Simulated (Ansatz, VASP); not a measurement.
# Co: VASP beside Ansatz

File INCAR:

```
  PREC = Accurate
  ENCUT = 520
  EDIFF = 1E-6
  ISMEAR = -1
  SIGMA = 0.1
  LREAL = False
  LASPH = True
  NELM = 150
  ALGO = Normal
  ISIF = 2
  LWAVE = False
  LCHARG = True
  ISPIN = 2
  MAGMOM = 1.8 1.8
  LORBIT = 11
  LMAXMIX = 4
  GGA = PS
  LELF = True
  LVHAR = True
  NBANDS = 20
```

The input KPOINTS:

```
Automatic mesh
0
Gamma
  6 6 4
```

The input POSCAR:

```
Co
1.0
    2.5074000000      0.0000000000      0.0000000000
   -1.2537000000      2.1714721000      0.0000000000
    0.0000000000      0.0000000000      4.0699000000
Co
2
Direct
    0.3333333300      0.6666666700      0.2500000000
    0.6666666700      0.3333333300      0.7500000000
```

Input for Ansatz:

```yaml
crystal:
  lattice:
    - [2.5074, 0.0, 0.0]
    - [-1.2537, 2.1714721, 0.0]
    - [0.0, 0.0, 4.0699]
  atoms:
    - { symbol: Co, position: [0.33333333, 0.66666667, 0.25] }
    - { symbol: Co, position: [0.66666667, 0.33333333, 0.75] }
basis:
  ecutwfc: 470.0
kpoints:
  mp_grid:
    grid: [6, 6, 4]
hamiltonian:
  xc: pbesol
magnetization:
  spin_polarized: true
  per_species:
    Co: 1.8
scf:
  occupations:
    method: fermi_dirac
    width: 0.1
```

Alike in both runs: task single point; functional PBEsol; k mesh 6 × 6 × 4; occupations fermi-dirac, width 0.1 eV; collinear spin.

|  | VASP | Ansatz |
| --- | --- | --- |
| version | VASP 6.6.1 | Ansatz 0.2.0 |
| potentials or method | VASP PAW PBE potentials, release 64 (Co), cutoff 520 eV | plane waves, PAW |
| valence electrons in the cell | 18 | 34 |

Ansatz gave:

```
net moment per atom (μB)                                      : 1.63
size of the moment on the site where the two differ most (μB) : 1.70
```

**Question.** Estimate VASP's values.

**Answer.** net moment per atom (μB): 1.62; size of the moment on the site where the two differ most (μB): 1.64.

VASP's potentials were made for PBE, not for PBEsol. Site moments also hang on the region over which each program counts them. VASP's potentials hold 18 valence electrons a cell and Ansatz's 34, so a difference there can come from the potentials and not from the codes.

The k mesh is coarse, so the values compare programs but aren't converged.
